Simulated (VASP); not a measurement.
Here is a VASP 6.6.1 calculation.

The input INCAR:

```
SYSTEM = Ag
PREC = Accurate
ENCUT = 520
EDIFF = 1E-6
ISMEAR = 0
SIGMA = 0.1
LREAL = .False.
LASPH = .True.
NELM = 60
ALGO = Fast
ISIF = 2
LWAVE = .False.
LCHARG = .False.
LDIPOL = .True.
IDIPOL = 3
DIPOL = 0.5 0.5 0.500
GGA = PS
NBANDS = 54
```

Contents of KPOINTS:

```
Automatic mesh
0
Gamma
  12 12 1
  0 0 0
```

File POSCAR:

```
Ag
1.0
    2.8709531701      0.0000000000      0.0000000000
   -1.4354765850      2.4863183784      0.0000000000
    0.0000000000      0.0000000000     31.3416030314
Ag
8
Direct
    0.3333333333      0.6666666667      0.2400584539
    0.0000000000      0.0000000000      0.3143157008
    0.6666666667      0.3333333333      0.3883189951
    0.0000000000      0.0000000000      0.4626098385
    0.3333333333      0.6666666667      0.5373408446
    0.0000000000      0.0000000000      0.6116328583
    0.6666666667      0.3333333333      0.6856299681
    0.0000000000      0.0000000000      0.7600933406
```

Potentials or basis: VASP PAW PBE potentials, release 64 (Ag).

The run is started by

```console
$ cat potpaw_PBE.64/Ag/POTCAR > POTCAR
$ mpirun -np 1 vasp_std > vasp.out
```

**Question.** What does it give for the largest force?

**Answer.** 0.008 eV/Å.

**Question.** Estimate the band gap on the k mesh.

**Answer.** Zero (bands 44 and 45 overlap by 6.45 eV).

Forces on the atoms (eV/Å):
```
Ag   0.000  0.000  0.007
Ag   0.000  0.000  0.000
Ag   0.000  0.000  0.000
Ag   0.000  0.000 -0.001
Ag   0.000  0.000  0.001
Ag   0.000  0.000  0.000
Ag   0.000  0.000  0.001
Ag   0.000  0.000 -0.008
```

Caveat: the PAW data sets were made with another functional, which shifts forces and pressure a little.
